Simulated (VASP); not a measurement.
# Ir (Pm-3n) in VASP: notebook

Runs on Ir. Level: BLYP. Tasks: single point, relaxation of cell and atoms.

Program: VASP 6.6.1. These are calculated values, not measurements. Logs are shortened: lines on timing, memory, paths and dates and some standing lists are left out, and cuts for length are marked.

## 1. The cell of the first run

The structure is cubic, space group Pm-3n (No. 223). The conventional cell has a = 5.032 Å, b = 5.032 Å, c = 5.032 Å, α = 90.00°, β = 90.00°, γ = 90.00°. Ir (site symmetry m-3) has 12 Ir at 2.81 Å within 3.7 Å. Ir (site symmetry -4m2) has 14 Ir at 2.52 to 3.08 Å within 3.3 Å.

## 2. Single point, BLYP

File INCAR:

```
SYSTEM = Ir
  PREC = Accurate
  ENCUT = 520
  EDIFF = 1E-6
  ISMEAR = -1
  SIGMA = 0.1
  LREAL = .FALSE.
  LASPH = .TRUE.
  NELM = 80
  ALGO = Normal
  ISIF = 2
  LWAVE = .FALSE.
  LCHARG = .TRUE.
  GGA = B5
  ALDAX = 1.0
  AGGAX = 1.0
  AGGAC = 1.0
  ALDAC = 0.0
  LELF = .TRUE.
  LVHAR = .TRUE.
  NBANDS = 46
```

File KPOINTS:

```
regular mesh
0
G
  5 5 5
  0 0 0
```

File POSCAR:

```
Ir
1.0
    5.0322022511      0.0000000000      0.0000000000
    0.0000000000      5.0322022511      0.0000000000
    0.0000000000      0.0000000000      5.0322022511
Ir
8
Direct
    1.0000000000      1.0000000000      1.0000000000
    0.5000000000      0.5000000000      0.5000000000
    0.2500000000      1.0000000000      0.5000000000
    0.7500000000      0.0000000000      0.5000000000
    0.5000000000      0.2500000000      0.0000000000
    0.5000000000      0.7500000000      1.0000000000
    0.0000000000      0.5000000000      0.2500000000
    0.0000000000      0.5000000000      0.7500000000
```

Potentials or basis: VASP PAW PBE potentials, release 64 (Ir).

Launch:

```sh
> cat potpaw_PBE.64/Ir/POTCAR > POTCAR
> mpirun -np 1 vasp_std > vasp.out
```

OUTCAR:

```text
SYSTEM = Ir
   PREC = Accurate
   ENCUT = 520
   EDIFF = 1E-6
   ISMEAR = -1
   LREAL = .FALSE.
   LASPH = .TRUE.
   NELM = 80
   ISIF = 2
   GGA = B5

 ion  position               nearest neighbor table
   1  0.000  0.000  0.000-   3 2.81   4 2.81   5 2.81   6 2.81   7 2.81   8 2.81   3 2.81   4 2.81
                             7 2.81   8 2.81   5 2.81   6 2.81
   2  0.500  0.500  0.500-   3 2.81   4 2.81   5 2.81   6 2.81   7 2.81   8 2.81   5 2.81   6 2.81
                             3 2.81   4 2.81   7 2.81   8 2.81
   3  0.250  0.000  0.500-   4 2.52   4 2.52   1 2.81   1 2.81   2 2.81   2 2.81   8 3.08   5 3.08
                             5 3.08   6 3.08   6 3.08   7 3.08   8 3.08   7 3.08
   4  0.750  0.000  0.500-   3 2.52   3 2.52   1 2.81   1 2.81   2 2.81   2 2.81   8 3.08   5 3.08
                             5 3.08   6 3.08   6 3.08   7 3.08   8 3.08   7 3.08
   5  0.500  0.250  0.000-   6 2.52   6 2.52   1 2.81   2 2.81   2 2.81   1 2.81   8 3.08   4 3.08
                             3 3.08   4 3.08   3 3.08   7 3.08   7 3.08   8 3.08
   6  0.500  0.750  0.000-   5 2.52   5 2.52   1 2.81   2 2.81   2 2.81   1 2.81   8 3.08   4 3.08
                             3 3.08   4 3.08   3 3.08   7 3.08   7 3.08   8 3.08
   7  0.000  0.500  0.250-   8 2.52   8 2.52   1 2.81   2 2.81   1 2.81   2 2.81   3 3.08   4 3.08
                             5 3.08   3 3.08   4 3.08   6 3.08   5 3.08   6 3.08
   8  0.000  0.500  0.750-   7 2.52   7 2.52   1 2.81   2 2.81   1 2.81   2 2.81   3 3.08   4 3.08
                             5 3.08   3 3.08   4 3.08   6 3.08   5 3.08   6 3.08

  LATTYP: Found a simple cubic cell.
 ALAT       =     5.0322022511

  Lattice vectors:

 A1 = (   5.0322022511,   0.0000000000,   0.0000000000)
 A2 = (   0.0000000000,   5.0322022511,   0.0000000000)
 A3 = (   0.0000000000,   0.0000000000,   5.0322022511)

Analysis of symmetry for initial positions (statically):
=====================================================================
 Subroutine PRICEL returns:
 Original cell was already a primitive cell.

 Routine SETGRP: Setting up the symmetry group for a
 simple cubic supercell.

 Subroutine GETGRP returns: Found 48 space group operations
 (whereof 24 operations were pure point group operations)
 out of a pool of 48 trial point group operations.

The static configuration has the point symmetry T_h .
 The point group associated with its full space group is O_h .

Analysis of symmetry for dynamics (positions and initial velocities):
=====================================================================
 Subroutine PRICEL returns:
 Original cell was already a primitive cell.

 Routine SETGRP: Setting up the symmetry group for a
 simple cubic supercell.

[... 111 lines left out ...]
   TEBEG  =    0.0;   TEEND  =   0.0 temperature during run
   PSTRESS=    0.0 pullay stress
   NELECT =      72.0000    total number of electrons
   NUPDOWN=      -1.0000    fix difference up-down
   EMIN   =  10.00;   EMAX   =-10.00  energy-range for DOS
   EFERMI =   0.00;   METHOD = LEGACY
   ISMEAR =    -1;   SIGMA  =   0.10  broadening in eV -4-tet -1-fermi 0-gaus
   EFERMI_NEDOS =   21; number of points for ismear=-14 and -15
   IALGO  =     38    algorithm
   IMIX   =      4    mixing-type and parameters
     AMIX     =   0.40;   BMIX     =  1.00
     AMIX_MAG =   1.60;   BMIX_MAG =  1.00
  volume/ion in A,a.u.               =      15.93       107.49
  Fermi-wavevector in a.u.,A,eV,Ry     =   1.353404  2.557563 24.921838  1.831703
  Thomas-Fermi vector in A             =   2.480663
   LORBIT       =      0    0 simple, 1 ext, 2 COOP (PROOUT), +10 PAW based schemes
   GGA     = B5    functional components
   LHFCALC =     F    Hartree Fock is set to
   AEXX    =    0.0000 exact exchange contribution
   IVDW    =     0    specifies the selected vdW correction
   LEPSILON=     F    determine dielectric tensor
   LRPA    =     F    only Hartree local field effects (RPA)
 non-spin polarized calculation
  energy-cutoff  :      520.00
  volume of cell :      127.43
 maximum number of plane-waves:      3447
 NGX is ok and might be reduce to    40
   NGX = 19   NGY = 19   NGZ = 19

 number of electron      72.0000008 magnetization

 Free energy of the ion-electron system (eV)
  ---------------------------------------------------
  ext. energy  EPLUGINS =         0.00000000
  ---------------------------------------------------
  free energy    TOTEN  =       -56.22427827 eV

  energy without entropy =      -55.77511323  energy(sigma->0) =      -55.99969575

 E-fermi :   9.1095     XC(G=0): -12.5721

 val. band max:        9.1093123167   @ k =   0.4000   0.4000   0.0000
 cond. band min:       9.1151103398   @ k =   0.2000   0.2000   0.2000
 fundamental gap:      0.0057980232
 Fermi energy:         9.1094568657

 k-point     1 :       0.0000    0.0000    0.0000
  band No.  band energies     occupation
      1      -0.6907      2.00000
      2       1.9635      2.00000
      3       1.9635      2.00000
      4       3.1926      2.00000
      5       3.4342      2.00000
      6       3.5079      2.00000
[... 479 lines left out ...]
     45      10.9860      0.00000
     46      11.0244      0.00000

------------------------ aborting loop because EDIFF is reached ----------------------------------------

  FORCE on cell =-STRESS in cart. coord.  units (eV):
  Direction    XX          YY          ZZ          XY          YZ          ZX
  --------------------------------------------------------------------------------------
  -------------------------------------------------------------------------------------
  Total        1.6271435      1.6271435      1.6271435      0.0000000      0.0000000     -0.0000000
  in kB       20.4579530     20.4579530     20.4579530      0.0000000      0.0000000     -0.0000000
  external PRESSURE =      20.4579530 kB  Pullay stress =       0.0000000 kB

 VOLUME and BASIS-vectors are now :
 -----------------------------------------------------------------------------
  energy-cutoff  :      520.00
  volume of cell :      127.43
      direct lattice vectors                 reciprocal lattice vectors
     5.032202251  0.000000000  0.000000000     0.198720153  0.000000000  0.000000000
     0.000000000  5.032202251  0.000000000     0.000000000  0.198720153  0.000000000
     0.000000000  0.000000000  5.032202251     0.000000000  0.000000000  0.198720153

 POSITION                                       TOTAL-FORCE (eV/Angst)
 -----------------------------------------------------------------------------------
      0.00000      0.00000      0.00000        -0.000000      0.000000     -0.000000
      2.51610      2.51610      2.51610        -0.000000      0.000000     -0.000000
      1.25805      0.00000      2.51610        -0.000000      0.000000      0.000000
      3.77415      0.00000      2.51610         0.000000     -0.000000     -0.000000
      2.51610      1.25805      0.00000        -0.000000      0.000000      0.000000
      2.51610      3.77415      0.00000         0.000000      0.000000     -0.000000
      0.00000      2.51610      1.25805         0.000000      0.000000     -0.000000
      0.00000      2.51610      3.77415         0.000000      0.000000      0.000000
 -----------------------------------------------------------------------------------
    total drift:                               -0.000000     -0.000000     -0.000000

  FREE ENERGIE OF THE ION-ELECTRON SYSTEM (eV)
  ---------------------------------------------------
  free  energy   TOTEN  =       -56.2242782690 eV

  energy  without entropy=      -55.7751132346  energy(sigma->0) =      -55.99969575
```

stdout:

```text
POSCAR found type information on POSCAR Ir
 POSCAR found :  1 types and       8 ions
 scaLAPACK will be used
 -----------------------------------------------------------------------------
|                                                                             |
|                                                                             |
|     You enforced a specific xc type in the INCAR file but a different       |
|     I HOPE YOU KNOW WHAT YOU ARE DOING!                                     |
|                                                                             |
 -----------------------------------------------------------------------------

 LDA part: xc-table for (Slater(with rela. corr.)+VWN5), standard interpolation
 POSCAR, INCAR and KPOINTS ok, starting setup
 FFT: planning ... GRIDC
 FFT: planning ... GRID_SOFT
 FFT: planning ... GRID
 WAVECAR not read
 entering main loop
```

Wall time 3.4 min (1 thread of Intel Xeon 8259CL, shared host); peak memory 0.25 GiB.

Results:

```
Free energy            : -56.2243 eV
Pressure               : 2.0 GPa
Band gap on the k mesh : zero (bands 36 and 37 overlap by 0.45 eV)
```

Caveat: the PAW data sets were made with another functional, which shifts forces and pressure a little; spin-orbit coupling is left out, which moves the levels of the heavy elements.

## 3. Single point, BLYP

File INCAR:

```
SYSTEM = Ir
AGGAC = 1.0
AGGAX = 1.0
ALDAC = 0.0
ALDAX = 1.0
ALGO = Normal
EDIFF = 1E-6
ENCUT = 520
GGA = B5
ISIF = 2
ISMEAR = -1
LASPH = .TRUE.
LCHARG = .FALSE.
LREAL = .FALSE.
LWAVE = .FALSE.
NBANDS = 46
NELM = 60
PREC = Accurate
SIGMA = 0.1
```

File KPOINTS:

```
k-points
0
G
  7 7 7
  0 0 0
```

POSCAR is that of step 2.

Potentials or basis: VASP PAW PBE potentials, release 64 (Ir).

Launch:

```sh
> cat potpaw_PBE.64/Ir/POTCAR > POTCAR
> mpirun -np 1 vasp_std > vasp.out
```

OUTCAR:

```text
SYSTEM = Ir
   EDIFF = 1E-6
   ENCUT = 520
   GGA = B5
   ISIF = 2
   ISMEAR = -1
   LASPH = .TRUE.
   LREAL = .FALSE.
   NELM = 60
   PREC = Accurate

 ion  position               nearest neighbor table
   1  0.000  0.000  0.000-   3 2.81   4 2.81   5 2.81   6 2.81   7 2.81   8 2.81   3 2.81   4 2.81
                             7 2.81   8 2.81   5 2.81   6 2.81
   2  0.500  0.500  0.500-   3 2.81   4 2.81   5 2.81   6 2.81   7 2.81   8 2.81   5 2.81   6 2.81
                             3 2.81   4 2.81   7 2.81   8 2.81
   3  0.250  0.000  0.500-   4 2.52   4 2.52   1 2.81   1 2.81   2 2.81   2 2.81   8 3.08   5 3.08
                             5 3.08   6 3.08   6 3.08   7 3.08   8 3.08   7 3.08
   4  0.750  0.000  0.500-   3 2.52   3 2.52   1 2.81   1 2.81   2 2.81   2 2.81   8 3.08   5 3.08
                             5 3.08   6 3.08   6 3.08   7 3.08   8 3.08   7 3.08
   5  0.500  0.250  0.000-   6 2.52   6 2.52   1 2.81   2 2.81   2 2.81   1 2.81   8 3.08   4 3.08
                             3 3.08   4 3.08   3 3.08   7 3.08   7 3.08   8 3.08
   6  0.500  0.750  0.000-   5 2.52   5 2.52   1 2.81   2 2.81   2 2.81   1 2.81   8 3.08   4 3.08
                             3 3.08   4 3.08   3 3.08   7 3.08   7 3.08   8 3.08
   7  0.000  0.500  0.250-   8 2.52   8 2.52   1 2.81   2 2.81   1 2.81   2 2.81   3 3.08   4 3.08
[... 210 lines left out ...]
      6       3.5145      2.00000
[... 969 lines left out ...]
     45      10.7248      0.00000
     46      10.7330      0.00000

------------------------ aborting loop because EDIFF is reached ----------------------------------------

  FORCE on cell =-STRESS in cart. coord.  units (eV):
  Direction    XX          YY          ZZ          XY          YZ          ZX
  --------------------------------------------------------------------------------------
  -------------------------------------------------------------------------------------
  Total        1.6733765      1.6733765      1.6733765      0.0000000      0.0000000     -0.0000000
  in kB       21.0392371     21.0392371     21.0392371      0.0000000      0.0000000     -0.0000000
  external PRESSURE =      21.0392371 kB  Pullay stress =       0.0000000 kB

 VOLUME and BASIS-vectors are now :
 -----------------------------------------------------------------------------
  energy-cutoff  :      520.00
  volume of cell :      127.43
      direct lattice vectors                 reciprocal lattice vectors
     5.032202251  0.000000000  0.000000000     0.198720153  0.000000000  0.000000000
     0.000000000  5.032202251  0.000000000     0.000000000  0.198720153  0.000000000
     0.000000000  0.000000000  5.032202251     0.000000000  0.000000000  0.198720153

 POSITION                                       TOTAL-FORCE (eV/Angst)
 -----------------------------------------------------------------------------------
      0.00000      0.00000      0.00000        -0.000000      0.000000     -0.000000
      2.51610      2.51610      2.51610        -0.000000      0.000000     -0.000000
      1.25805      0.00000      2.51610        -0.000000     -0.000000     -0.000000
      3.77415      0.00000      2.51610         0.000000     -0.000000      0.000000
      2.51610      1.25805      0.00000         0.000000      0.000000      0.000000
      2.51610      3.77415      0.00000        -0.000000     -0.000000     -0.000000
      0.00000      2.51610      1.25805         0.000000      0.000000     -0.000000
      0.00000      2.51610      3.77415        -0.000000      0.000000     -0.000000
 -----------------------------------------------------------------------------------
    total drift:                               -0.000000     -0.000000     -0.000000

  FREE ENERGIE OF THE ION-ELECTRON SYSTEM (eV)
  ---------------------------------------------------
  free  energy   TOTEN  =       -56.1764601438 eV

  energy  without entropy=      -55.7502093373  energy(sigma->0) =      -55.96333474
```

OSZICAR:

```text
N       E                     dE             d eps       ncg     rms          rms(c)
DAV:   1     0.800357715544E+03    0.80036E+03   -0.31500E+04  1840   0.155E+03
DAV:   2    -0.244383854339E+01   -0.80280E+03   -0.77317E+03  1840   0.478E+02
DAV:   3    -0.564768080319E+02   -0.54033E+02   -0.47372E+02  2318   0.122E+02
DAV:   4    -0.598060944717E+02   -0.33293E+01   -0.32078E+01  2326   0.325E+01
DAV:   5    -0.599098239336E+02   -0.10373E+00   -0.10344E+00  2308   0.431E+00    0.345E+01
DAV:   6    -0.568235508625E+02    0.30863E+01   -0.76907E+00  2262   0.207E+01    0.151E+01
DAV:   7    -0.585516652505E+02   -0.17281E+01   -0.98973E+00  2620   0.311E+01    0.145E+01
DAV:   8    -0.561938408295E+02    0.23578E+01   -0.75760E+00  2674   0.212E+01    0.253E+00
DAV:   9    -0.561778159418E+02    0.16025E-01   -0.16875E-01  2198   0.299E+00    0.520E-01
DAV:  10    -0.561764386276E+02    0.13773E-02   -0.12630E-02  2312   0.953E-01    0.101E-01
DAV:  11    -0.561764382159E+02    0.41171E-06   -0.66034E-04  2356   0.140E-01    0.419E-02
DAV:  12    -0.561764552094E+02   -0.16994E-04   -0.43492E-05  2392   0.535E-02    0.196E-02
DAV:  13    -0.561764598494E+02   -0.46400E-05   -0.47389E-06  1908   0.188E-02    0.468E-03
DAV:  14    -0.561764601438E+02   -0.29444E-06   -0.55926E-07  1088   0.770E-03
   1 F= -.56176460E+02 E0= -.55963335E+02  d E =-.426251E+00
```

Wall time 4.4 min (1 thread of Intel Xeon 8259CL, shared host); peak memory 0.28 GiB.

What came out:

```yaml
Free_energy: -56.1765 eV
Pressure: 2.1 GPa
Band_gap_on_the_k_mesh: zero (bands 36 and 37 overlap by 0.58 eV)
```

Levels at points of the mesh, in eV from the Fermi level:
```csv
k point,band 32,band 33,band 34,band 35,band 36,band 37,band 38,band 39,band 40,band 41
"(0.00, 0.00, 0.00)",-1.01,-1.01,-0.32,-0.32,0.34,0.34,0.34,0.81,0.81,0.81
```

Caveat: the PAW data sets were made with another functional, which shifts forces and pressure a little; spin-orbit coupling is left out, which moves the levels of the heavy elements.

(Continued in part 2 of 2.)
